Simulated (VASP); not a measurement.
# SnSe (I4/mmm) in VASP: a series of runs, part 2 of 3

VASP 6.6.1.

## (4) Single point, PBEsol

This run uses another cell than the first one, of the same volume but with other edges.

Input file INCAR:

```
PREC = Accurate
ENCUT = 520
EDIFF = 1E-6
ISMEAR = 0
SIGMA = 0.05
LREAL = F
LASPH = T
NELM = 80
ALGO = Normal
ISIF = 2
LWAVE = F
LCHARG = F
GGA = PS
NBANDS = 17
```

Input file KPOINTS:

```
regular mesh
0
Gamma
  10 10 10
```

Input file POSCAR:

```
SnSe
1.0
    0.0000000000      3.1382395697      2.6675036343
    3.1382395697      0.0000000000      2.6675036343
    3.1382395697      3.1382395697      0.0000000000
Sn Se
1 1
Direct
    0.0000000000      0.0000000000      0.0000000000
    0.5000000000      0.5000000000      0.5000000000
```

Potentials or basis: VASP PAW PBE potentials, release 64 (Sn_d, Se).

On the command line:

```
cat potpaw_PBE.64/Sn_d/POTCAR potpaw_PBE.64/Se/POTCAR > POTCAR
mpirun -np 1 vasp_std > vasp.out
```

OUTCAR:

```text
PREC = Accurate
   ENCUT = 520
   EDIFF = 1E-6
   ISMEAR = 0
   LREAL = F
   LASPH = T
   NELM = 80
   ISIF = 2
   GGA = PS

 ion  position               nearest neighbor table
   1  0.000  0.000  0.000-   2 2.67   2 2.67   2 3.14   2 3.14   2 3.14   2 3.14
   2  0.500  0.500  0.500-   1 2.67   1 2.67   1 3.14   1 3.14   1 3.14   1 3.14

  LATTYP: Found a body centered tetragonal cell.
 ALAT       =     4.4381409614
 C/A-ratio  =     1.2020815280

  Lattice vectors:

 A1 = (   0.0000000000,  -3.1382395697,  -2.6675036343)
 A2 = (   0.0000000000,   3.1382395697,  -2.6675036343)
 A3 = (   3.1382395697,   0.0000000000,   2.6675036343)

Analysis of symmetry for initial positions (statically):
=====================================================================
 Subroutine PRICEL returns:
 Original cell was already a primitive cell.

 Routine SETGRP: Setting up the symmetry group for a
 body centered tetragonal supercell.

 Subroutine GETGRP returns: Found 16 space group operations
 (whereof 16 operations were pure point group operations)
 out of a pool of 16 trial point group operations.

The static configuration has the point symmetry D_4h.

Analysis of symmetry for dynamics (positions and initial velocities):
=====================================================================
 Subroutine PRICEL returns:
 Original cell was already a primitive cell.

 Routine SETGRP: Setting up the symmetry group for a
 body centered tetragonal supercell.

 Subroutine GETGRP returns: Found 16 space group operations
 (whereof 16 operations were pure point group operations)
 out of a pool of 16 trial point group operations.

The dynamic configuration has the point symmetry D_4h.

 Subroutine INISYM returns: Found 16 space group operations
 (whereof 16 operations are pure point group operations),
 and found     1 'primitive' translations

----------------------------------------------------------------------------------------

[... 110 lines left out ...]
   IMIX   =      4    mixing-type and parameters
     AMIX     =   0.40;   BMIX     =  1.00
     AMIX_MAG =   1.60;   BMIX_MAG =  1.00
  volume/ion in A,a.u.               =      26.27       177.29
  Fermi-wavevector in a.u.,A,eV,Ry     =   1.186449  2.242064 19.152396  1.407661
  Thomas-Fermi vector in A             =   2.322622
   LORBIT       =      0    0 simple, 1 ext, 2 COOP (PROOUT), +10 PAW based schemes
   GGA     = PS    functional components
   LHFCALC =     F    Hartree Fock is set to
   AEXX    =    0.0000 exact exchange contribution
   IVDW    =     0    specifies the selected vdW correction
   LEPSILON=     F    determine dielectric tensor
   LRPA    =     F    only Hartree local field effects (RPA)
 non-spin polarized calculation
 Gauss-broadening in eV      SIGMA  =   0.05
  energy-cutoff  :      520.00
  volume of cell :       52.54
 maximum number of plane-waves:      1436
   NGX = 15   NGY = 15   NGZ = 17

 number of electron      20.0000001 magnetization

 Free energy of the ion-electron system (eV)
  ---------------------------------------------------
  ext. energy  EPLUGINS =         0.00000000
  ---------------------------------------------------
  free energy    TOTEN  =        -8.52687050 eV

  energy without entropy =       -8.52544766  energy(sigma->0) =       -8.52615908

 E-fermi :   6.2612     XC(G=0):  -9.9187

 val. band max:        6.2519761966   @ k =  -0.4000   0.1000   0.2000
 cond. band min:       6.2708146760   @ k =   0.5000   0.0000   0.1000
 fundamental gap:      0.0188384794
 Fermi energy:         6.2611940041

 k-point     1 :       0.0000    0.0000    0.0000
  band No.  band energies     occupation
      1     -15.6675      2.00000
      2     -15.6609      2.00000
      3     -15.6595      2.00000
      4     -15.6348      2.00000
      5     -15.6348      2.00000
      6      -8.4316      2.00000
[... 457 lines left out ...]
      4     -15.6147      2.00000
      5     -15.6141      2.00000
      6      -7.1735      2.00000
[... 9 lines left out ...]
     16      15.9441      0.00000
     17      18.1857      0.00000

 [... further k-points ...]

------------------------ aborting loop because EDIFF is reached ----------------------------------------

  FORCE on cell =-STRESS in cart. coord.  units (eV):
  Direction    XX          YY          ZZ          XY          YZ          ZX
  --------------------------------------------------------------------------------------
  -------------------------------------------------------------------------------------
  Total       -1.5467243     -1.5467243      6.8018624      0.0000000     -0.0000000     -0.0000000
  in kB      -47.1646147    -47.1646147    207.4107290      0.0000000     -0.0000000     -0.0000000
  external PRESSURE =      37.6938332 kB  Pullay stress =       0.0000000 kB

 VOLUME and BASIS-vectors are now :
 -----------------------------------------------------------------------------
  energy-cutoff  :      520.00
  volume of cell :       52.54
      direct lattice vectors                 reciprocal lattice vectors
     0.000000000  3.138239570  2.667503634    -0.159324994  0.159324994  0.187441169
     3.138239570  0.000000000  2.667503634     0.159324994 -0.159324994  0.187441169
     3.138239570  3.138239570  0.000000000     0.159324994  0.159324994 -0.187441169

 POSITION                                       TOTAL-FORCE (eV/Angst)
 -----------------------------------------------------------------------------------
      0.00000      0.00000      0.00000         0.000000     -0.000000      0.000000
      3.13824      3.13824      2.66750        -0.000000      0.000000      0.000000
 -----------------------------------------------------------------------------------
    total drift:                                0.000000     -0.000000     -0.000000

  FREE ENERGIE OF THE ION-ELECTRON SYSTEM (eV)
  ---------------------------------------------------
  free  energy   TOTEN  =        -8.5268704958 eV

  energy  without entropy=       -8.5254476635  energy(sigma->0) =       -8.52615908
```

OSZICAR:

```text
N       E                     dE             d eps       ncg     rms          rms(c)
DAV:   1     0.134062585394E+03    0.13406E+03   -0.98487E+03  3531   0.147E+03
DAV:   2     0.398180903005E+01   -0.13008E+03   -0.12609E+03  3729   0.349E+02
DAV:   3    -0.838058371670E+01   -0.12362E+02   -0.12144E+02  4320   0.942E+01
DAV:   4    -0.869749584170E+01   -0.31691E+00   -0.31667E+00  4191   0.159E+01
DAV:   5    -0.870630103427E+01   -0.88052E-02   -0.88048E-02  4882   0.260E+00    0.394E+00
DAV:   6    -0.853498203592E+01    0.17132E+00   -0.37753E-01  5100   0.425E+00    0.237E+00
DAV:   7    -0.852765839891E+01    0.73236E-02   -0.73546E-02  4132   0.153E+00    0.102E+00
DAV:   8    -0.852702104782E+01    0.63735E-03   -0.85591E-03  4425   0.755E-01    0.879E-02
DAV:   9    -0.852686340717E+01    0.15764E-03   -0.14526E-03  4931   0.283E-01    0.424E-02
DAV:  10    -0.852686754849E+01   -0.41413E-05   -0.12415E-04  4146   0.826E-02    0.164E-02
DAV:  11    -0.852687082723E+01   -0.32787E-05   -0.18606E-05  4499   0.333E-02    0.471E-03
DAV:  12    -0.852687049577E+01    0.33146E-06   -0.17088E-06  3170   0.896E-03
   1 F= -.85268705E+01 E0= -.85261591E+01  d E =-.142283E-02
```

stdout:

```text
POSCAR found type information on POSCAR SnSe
 POSCAR found :  2 types and       2 ions
 scaLAPACK will be used
 -----------------------------------------------------------------------------
|                                                                             |
|                                                                             |
|     You enforced a specific xc type in the INCAR file but a different       |
|     I HOPE YOU KNOW WHAT YOU ARE DOING!                                     |
|                                                                             |
 -----------------------------------------------------------------------------

 LDA part: xc-table for (Slater+PW92), standard interpolation
 POSCAR, INCAR and KPOINTS ok, starting setup
 FFT: planning ... GRIDC
 FFT: planning ... GRID_SOFT
 FFT: planning ... GRID
 WAVECAR not read
 entering main loop
```

Wall time 1.9 min (1 thread of Intel Xeon 8259CL, shared host); peak memory 0.25 GiB.

Results:

- Free energy: -8.5269 eV
- Pressure: 3.8 GPa
- Band gap on the k mesh: zero (bands 10 and 11 overlap by 0.07 eV)

Stress tensor (GPa, compression positive):
```
-4.72  0.00  0.00
 0.00 -4.72  0.00
 0.00  0.00 20.74
```

Caveat: the stress differs along the axes, from -5 to 21 GPa; semilocal functionals underestimate gaps, and a narrow one can read as zero; the PAW data sets were made with another functional, which shifts forces and pressure a little; spin-orbit coupling is left out, which moves the levels of the heavy elements.

## (5) Single point, PBEsol

This run uses another cell than the first one, of the same volume but with other edges.

Input file INCAR:

```
SYSTEM = SnSe
PREC     = Accurate       ! precision mode
ENCUT    = 520            ! plane-wave cutoff, eV
EDIFF    = 1E-6           ! SCF threshold, eV
ISMEAR   = 0              ! smearing method
SIGMA    = 0.05           ! smearing width, eV
LREAL    = .False.        ! projectors in reciprocal space
LASPH    = .True.         ! aspherical terms in the spheres
NELM     = 100            ! most SCF steps
ALGO     = Normal         ! electronic algorithm
ISIF     = 2              ! what is computed and relaxed
LWAVE    = .False.        ! write WAVECAR
LCHARG   = .False.        ! write CHGCAR
GGA      = PS             ! functional
NBANDS   = 17             ! bands
```

Input file KPOINTS:

```
regular mesh
0
Gamma
  10 10 10
  0 0 0
```

Input file POSCAR:

```
SnSe
1.0
    0.0000000000      2.7974692449      3.3569630939
    2.7974692449      0.0000000000      3.3569630939
    2.7974692449      2.7974692449      0.0000000000
Sn Se
1 1
Direct
    0.0000000000      0.0000000000      0.0000000000
    0.5000000000      0.5000000000      0.5000000000
```

On the command line:

```
cat potpaw_PBE.64/Sn_d/POTCAR potpaw_PBE.64/Se/POTCAR > POTCAR
mpirun -np 1 vasp_std > vasp.out
```

Run time: 93 s. Hardware: 1 thread of Intel Xeon 8259CL, shared host; peak memory 0.24 GiB.

It converged, with:

| Property | Result |
| --- | --- |
| Free energy | -8.5900 eV |
| Pressure | 4.3 GPa |
| Band gap on the k mesh | zero (bands 10 and 11 overlap by 0.35 eV) |

Stress tensor (GPa, compression positive):
```
 9.99  0.00  0.00
 0.00  9.99  0.00
 0.00  0.00 -7.01
```

Levels at points of the mesh, in eV from the Fermi level:
| k point | band 7 | band 8 | band 9 | band 10 | band 11 | band 12 | band 13 | band 14 |
| --- | --- | --- | --- | --- | --- | --- | --- | --- |
| (0.00, 0.00, 0.00) | -5.00 | -3.13 | -3.13 | -1.90 | 2.19 | 4.73 | 5.29 | 5.75 |
| (0.50, 0.00, 0.00) | -8.75 | -2.59 | -2.12 | -0.56 | 0.90 | 0.94 | 1.42 | 7.85 |
| (0.50, 0.50, 0.00) | -5.84 | -5.51 | -3.90 | -3.90 | 2.95 | 4.55 | 6.13 | 6.13 |
| (0.50, 0.00, 0.50) | -6.43 | -6.28 | -5.25 | -3.25 | 2.50 | 3.14 | 6.73 | 7.32 |

Caveat: the stress differs along the axes, from -7 to 10 GPa; semilocal functionals underestimate gaps, and a narrow one can read as zero; the PAW data sets were made with another functional, which shifts forces and pressure a little; spin-orbit coupling is left out, which moves the levels of the heavy elements.

(Part 2 of 3 ends here.)

The gap in the log of VASP goes by the Fermi energy; the results here count the filled bands.